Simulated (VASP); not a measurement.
# Mg (Fm-3m) in VASP: a series of runs

The runs below take Mg through single point, with PBE.

Everything below comes from runs of VASP 6.6.1. Logs are shortened: lines on timing, memory, paths and dates and some standing lists are left out, and cuts for length are marked.

### 1 The cell of the first run

It takes space group Fm-3m (No. 225, cubic). The conventional cell has a = 4.552 Å, b = 4.552 Å, c = 4.552 Å, α = 90.00°, β = 90.00°, γ = 90.00°. Within 4.2 Å of Mg (site symmetry m-3m) lie 12 Mg at 3.22 Å.

This isn't the form of Mg at room conditions, which is hcp.

### 2 Single point, PBE

The input, INCAR:

```
PREC     = Accurate       # precision mode
ENCUT    = 520            # plane-wave cutoff, eV
EDIFF    = 1E-6           # SCF threshold, eV
ISMEAR   = -1             # smearing method
SIGMA    = 0.06122561905347299 # smearing width, eV
LREAL    = F              # projectors in reciprocal space
LASPH    = T              # aspherical terms in the spheres
NELM     = 100            # most SCF steps
ALGO     = Normal         # electronic algorithm
ISIF     = 2              # what is computed and relaxed
LWAVE    = F              # write WAVECAR
LCHARG   = T              # write CHGCAR
GGA      = PE             # functional
LELF     = T              # ELF
LVHAR    = T            
NBANDS   = 7              # bands
```

The input, KPOINTS:

```
Automatic mesh
0
Gamma
  41 41 41
```

The input, POSCAR:

```
Mg
1.0
    0.0000000000      2.2759208615      2.2759208615
    2.2759208615      0.0000000000      2.2759208615
    2.2759208615      2.2759208615      0.0000000000
Mg
1
Direct
    0.0000000000      0.0000000000      0.0000000000
```

Potentials or basis: VASP PAW PBE potentials, release 64 (Mg).

Started as:

```bash
$ cat potpaw_PBE.64/Mg/POTCAR > POTCAR
$ mpirun -np 1 vasp_std > vasp.out
```

OUTCAR:

```text
PREC = Accurate
   ENCUT = 520
   EDIFF = 1E-6
   ISMEAR = -1
   LREAL = F
   LASPH = T
   NELM = 100
   ISIF = 2
   GGA = PE

 ion  position               nearest neighbor table
   1  0.000  0.000  0.000-

  LATTYP: Found a face centered cubic cell.
 ALAT       =     4.5518417230

  Lattice vectors:

 A1 = (   0.0000000000,   2.2759208615,   2.2759208615)
 A2 = (   2.2759208615,   0.0000000000,   2.2759208615)
 A3 = (   2.2759208615,   2.2759208615,   0.0000000000)

Analysis of symmetry for initial positions (statically):
=====================================================================
 Subroutine PRICEL returns:
 Original cell was already a primitive cell.

 Routine SETGRP: Setting up the symmetry group for a
 face centered cubic supercell.

 Subroutine GETGRP returns: Found 48 space group operations
 (whereof 48 operations were pure point group operations)
 out of a pool of 48 trial point group operations.

The static configuration has the point symmetry O_h .

Analysis of symmetry for dynamics (positions and initial velocities):
=====================================================================
 Subroutine PRICEL returns:
 Original cell was already a primitive cell.

 Routine SETGRP: Setting up the symmetry group for a
 face centered cubic supercell.

 Subroutine GETGRP returns: Found 48 space group operations
 (whereof 48 operations were pure point group operations)
 out of a pool of 48 trial point group operations.

The dynamic configuration has the point symmetry O_h .

 Subroutine INISYM returns: Found 48 space group operations
 (whereof 48 operations are pure point group operations),
 and found     1 'primitive' translations

----------------------------------------------------------------------------------------

                                     Primitive cell

  volume of cell :      23.5777

  direct lattice vectors                    reciprocal lattice vectors
     0.000000000  2.275920861  2.275920861    -0.219691294  0.219691294  0.219691294
     2.275920861  0.000000000  2.275920861     0.219691294 -0.219691294  0.219691294
     2.275920861  2.275920861  0.000000000     0.219691294  0.219691294 -0.219691294

  length of vectors
     3.218638149  3.218638149  3.218638149     0.380516484  0.380516484  0.380516484

  position of ions in fractional coordinates (direct lattice)
     0.000000000  0.000000000  0.000000000

  ion indices of the primitive-cell ions
   primitive index   ion index
                 1           1

----------------------------------------------------------------------------------------

 KPOINTS: Automatic mesh

Automatic generation of k-mesh.
 Grid dimensions read from file:
 generate k-points for:   41   41   41

 Generating k-lattice:

  Cartesian coordinates                     Fractional coordinates (reciprocal lattice)
    -0.005358324  0.005358324  0.005358324     0.024390244  0.000000000  0.000000000
     0.005358324 -0.005358324  0.005358324     0.000000000  0.024390244  0.000000000
     0.005358324  0.005358324 -0.005358324     0.000000000  0.000000000  0.024390244

  Length of vectors
     0.009280890  0.009280890  0.009280890

  Shift w.r.t. Gamma in fractional coordinates (k-lattice)
     0.000000000  0.000000000  0.000000000

 Subroutine IBZKPT returns following result:
 ===========================================

 Found   1771 irreducible k-points:

 Following reciprocal coordinates:
            Coordinates               Weight
  0.000000  0.000000  0.000000      1.000000
  0.024390  0.000000  0.000000      8.000000
  0.048780  0.000000  0.000000      8.000000
  0.073171  0.000000  0.000000      8.000000
  0.097561  0.000000  0.000000      8.000000
  0.121951  0.000000  0.000000      8.000000
[... 16 lines left out ...]
  0.048780  0.024390  0.000000     24.000000
  0.073171  0.024390  0.000000     24.000000
 [... further k-points ...]
   k-points           NKPTS =   1771   k-points in BZ     NKDIM =   1771   number of bands    NBANDS=      7
   number of dos      NEDOS =    301   number of ions     NIONS =      1
   total plane-waves  NPLWV =  13824
   dimension x,y,z NGX =    24 NGY =   24 NGZ =   24
   dimension x,y,z NGXF=    48 NGYF=   48 NGZF=   48
   ions per type =               1
   NGX,Y,Z   is equivalent  to a cutoff of  12.40, 12.40, 12.40 a.u.
   NGXF,Y,Z  is equivalent  to a cutoff of  24.79, 24.79, 24.79 a.u.
 SYSTEM =  unknown system
   PREC   = accura    normal or accurate (medium, high low for compatibility)
   ISTART =      0    job   : 0-new  1-cont  2-samecut
   ICHARG =      2    charge: 1-file 2-atom 10-const
   ISPIN  =      1    spin polarized calculation?
   LNONCOLLINEAR =      F non collinear calculations
   LSORBIT =      F    spin-orbit coupling
   LASPH  =      T    aspherical Exc in radial PAW
   ENCUT  =  520.0 eV  38.22 Ry    6.18 a.u.   5.98  5.98  5.98*2*pi/ulx,y,z
   NELM   =    100;   NELMIN=  2; NELMDL= -5     # of ELM steps
   EDIFF  = 0.1E-05   stopping-criterion for ELM
   LREAL  =      F    real-space projection
   EDIFFG = 0.1E-04   stopping-criterion for IOM
   NSW    =      0    number of steps for IOM
   IBRION =     -1    ionic relax: 0-MD 1-quasi-New 2-CG
   NFREE  =      0    steps in history (QN), initial steepest desc. (CG)
   ISIF   =      2    stress and relaxation
   ISYM   =      2    0-nonsym 1-usesym 2-fastsym
   POTIM  = 0.5000    time-step for ionic-motion
   TEBEG  =    0.0;   TEEND  =   0.0 temperature during run
   PSTRESS=    0.0 pullay stress
   NELECT =       2.0000    total number of electrons
   NUPDOWN=      -1.0000    fix difference up-down
   EMIN   =  10.00;   EMAX   =-10.00  energy-range for DOS
   EFERMI =   0.00;   METHOD = LEGACY
   ISMEAR =    -1;   SIGMA  =   0.06  broadening in eV -4-tet -1-fermi 0-gaus
   EFERMI_NEDOS =   21; number of points for ismear=-14 and -15
   IALGO  =     38    algorithm
   IMIX   =      4    mixing-type and parameters
     AMIX     =   0.40;   BMIX     =  1.00
     AMIX_MAG =   1.60;   BMIX_MAG =  1.00
  volume/ion in A,a.u.               =      23.58       159.11
  Fermi-wavevector in a.u.,A,eV,Ry     =   0.719313  1.359304  7.039799  0.517411
  Thomas-Fermi vector in A             =   1.808476
   LORBIT       =      0    0 simple, 1 ext, 2 COOP (PROOUT), +10 PAW based schemes
   GGA     = PE    functional components
   LHFCALC =     F    Hartree Fock is set to
   AEXX    =    0.0000 exact exchange contribution
   IVDW    =     0    specifies the selected vdW correction
   LEPSILON=     F    determine dielectric tensor
   LRPA    =     F    only Hartree local field effects (RPA)
 non-spin polarized calculation
  energy-cutoff  :      520.00
  volume of cell :       23.58
 maximum number of plane-waves:       648
   NGX = 11   NGY = 11   NGZ = 11

 number of electron       2.0000000 magnetization

 Free energy of the ion-electron system (eV)
  ---------------------------------------------------
  ext. energy  EPLUGINS =         0.00000000
  ---------------------------------------------------
  free energy    TOTEN  =        -1.49510585 eV

  energy without entropy =       -1.48937375  energy(sigma->0) =       -1.49223980

 E-fermi :   2.4657     XC(G=0):  -8.4094

 val. band max:        2.4649076741   @ k =  -0.3902   0.4390   0.0976
 cond. band min:       2.4661623186   @ k =  -0.3415   0.3902   0.1707
 fundamental gap:      0.0012546445
 Fermi energy:         2.4656681628

 k-point     1 :       0.0000    0.0000    0.0000
  band No.  band energies     occupation
      1      -4.3224      2.00000
      2      14.6794      0.00000
      3      14.6794      0.00000
      4      14.6794      0.00000
      5      16.4712      0.00000
      6      16.4712      0.00000
      7      16.4712      0.00000

 k-point     2 :       0.0244    0.0000    0.0000
  band No.  band energies     occupation
      1      -4.3094      2.00000
      2      14.3671      0.00000
      3      14.6406      0.00000
      4      14.6406      0.00000
      5      16.5319      0.00000
      6      16.5319      0.00000
      7      16.5621      0.00000

 k-point     3 :       0.0488    0.0000    0.0000
  band No.  band energies     occupation
      1      -4.2704      2.00000
      2      13.7083      0.00000
      3      14.5380      0.00000
      4      14.5380      0.00000
      5      16.5783      0.00000
      6      16.7005      0.00000
      7      16.7005      0.00000

 k-point     4 :       0.0732    0.0000    0.0000
  band No.  band energies     occupation
      1      -4.2054      2.00000
      2      12.9472      0.00000
      3      14.3987      0.00000
      4      14.3987      0.00000
      5      16.5170      0.00000
      6      16.9496      0.00000
      7      16.9496      0.00000

 k-point     5 :       0.0976    0.0000    0.0000
  band No.  band energies     occupation
      1      -4.1146      2.00000
      2      12.1566      0.00000
      3      14.2450      0.00000
      4      14.2450      0.00000
      5      16.4233      0.00000
      6      17.2562      0.00000
      7      17.2562      0.00000

 k-point     6 :       0.1220    0.0000    0.0000
  band No.  band energies     occupation
      1      -3.9979      2.00000
      2      11.3605      0.00000
      3      14.0912      0.00000
      4      14.0912      0.00000
      5      16.3140      0.00000
      6      17.6043      0.00000
      7      17.6043      0.00000

 k-point     7 :       0.1463    0.0000    0.0000
  band No.  band energies     occupation
      1      -3.8554      2.00000
      2      10.5693      0.00000
      3      13.9454      0.00000
      4      13.9454      0.00000
      5      16.1991      0.00000
      6      17.9716      0.00000
      7      17.9716      0.00000
[... 121 lines left out ...]
 k-point    20 :       0.4634    0.0000    0.0000
  band No.  band energies     occupation
      1       0.2526      2.00000
      2       1.8211      1.99995
      3      13.5671      0.00000
      4      13.5671      0.00000
      5      14.3990      0.00000
      6      14.3990      0.00000
      7      15.8112      0.00000

 k-point    21 :       0.4878    0.0000    0.0000
  band No.  band energies     occupation
      1       0.6995      2.00000
      2       1.3290      2.00000
      3      13.6044      0.00000
      4      13.6044      0.00000
      5      14.3183      0.00000
      6      14.3183      0.00000
      7      15.8346      0.00000

 k-point    22 :       0.0244    0.0244    0.0000
  band No.  band energies     occupation
      1      -4.3050      2.00000
      2      14.4968      0.00000
      3      14.5051      0.00000
      4      14.5051      0.00000
      5      16.4119      0.00000
      6      16.6742      0.00000
      7      16.6742      0.00000

 k-point    23 :       0.0488    0.0244    0.0000
  band No.  band energies     occupation
      1      -4.2747      2.00000
      2      13.9278      0.00000
      3      14.3340      0.00000
      4      14.5488      0.00000
      5      16.4176      0.00000
      6      16.7671      0.00000
      7      16.8960      0.00000

 k-point    24 :       0.0732    0.0244    0.0000
  band No.  band energies     occupation
      1      -4.2184      2.00000
      2      13.1984      0.00000
      3      14.1496      0.00000
      4      14.5175      0.00000
      5      16.5451      0.00000
      6      16.7262      0.00000
      7      17.1748      0.00000

 [... further k-points ...]

------------------------ aborting loop because EDIFF is reached ----------------------------------------

  FORCE on cell =-STRESS in cart. coord.  units (eV):
  Direction    XX          YY          ZZ          XY          YZ          ZX
  --------------------------------------------------------------------------------------
  -------------------------------------------------------------------------------------
  Total       -0.1118849     -0.1118849     -0.1118849     -0.0000000      0.0000000      0.0000000
  in kB       -7.6029244     -7.6029244     -7.6029244     -0.0000000      0.0000000      0.0000000
  external PRESSURE =      -7.6029244 kB  Pullay stress =       0.0000000 kB

 VOLUME and BASIS-vectors are now :
 -----------------------------------------------------------------------------
  energy-cutoff  :      520.00
  volume of cell :       23.58
      direct lattice vectors                 reciprocal lattice vectors
     0.000000000  2.275920861  2.275920861    -0.219691294  0.219691294  0.219691294
     2.275920861  0.000000000  2.275920861     0.219691294 -0.219691294  0.219691294
     2.275920861  2.275920861  0.000000000     0.219691294  0.219691294 -0.219691294

 POSITION                                       TOTAL-FORCE (eV/Angst)
 -----------------------------------------------------------------------------------
      0.00000      0.00000      0.00000         0.000000      0.000000      0.000000
 -----------------------------------------------------------------------------------
    total drift:                                0.000000     -0.000000     -0.000000

  FREE ENERGIE OF THE ION-ELECTRON SYSTEM (eV)
  ---------------------------------------------------
  free  energy   TOTEN  =        -1.4951058516 eV

  energy  without entropy=       -1.4893737504  energy(sigma->0) =       -1.49223980
```

Run time: 83 s. Hardware: 1 thread of Intel Xeon Platinum 8559C (Emerald Rapids), shared host; peak memory 0.39 GiB.

Results:

```yaml
Free_energy: -1.4951 eV
Pressure: -0.8 GPa
Band_gap_on_the_k_mesh: zero (bands 1 and 2 overlap by 2.51 eV)
```

Levels at points of the mesh, in eV from the Fermi level:
```csv
k point,band 1,band 2,band 3,band 4,band 5
"(0.00, 0.00, 0.00)",-6.79,12.21,12.21,12.21,14.01
```

### 3 Single point, PBE

This run uses another cell than the first one, of 24.04 Å³/atom.

The input, INCAR:

```
ALGO = Normal
EDIFF = 1E-7
ENCUT = 520
GGA = PE
ISIF = 2
ISMEAR = -1
LASPH = True
LCHARG = False
LREAL = False
LWAVE = False
NBANDS = 7
NELM = 100
PREC = Accurate
SIGMA = 0.06122561905347299
```

The input, KPOINTS:

```
k-points
0
Gamma
  41 41 41
```

The input, POSCAR:

```
Mg
1.0
    0.0000000000      2.2906999825      2.2906999825
    2.2906999825      0.0000000000      2.2906999825
    2.2906999825      2.2906999825      0.0000000000
Mg
1
Direct
    0.0000000000      0.0000000000      0.0000000000
```

Potentials or basis: VASP PAW PBE potentials, release 64 (Mg).

Started as:

```bash
$ cat potpaw_PBE.64/Mg/POTCAR > POTCAR
$ mpirun -np 1 vasp_std > vasp.out
```

Wall time 2 min (1 thread of Intel Xeon Platinum 8559C (Emerald Rapids), shared host); peak memory 0.4 GiB.

The run converged. Its results:

```
Free energy            : -1.4920 eV
Pressure               : -1.4 GPa
Band gap on the k mesh : zero (bands 1 and 2 overlap by 2.50 eV)
```

Levels at points of the mesh, in eV from the Fermi level:
```tsv
k point	band 1	band 2	band 3	band 4
(0.00, 0.00, 0.00)	-6.71	12.09	12.09	12.09
```

(Part 1 of 2 ends here.)
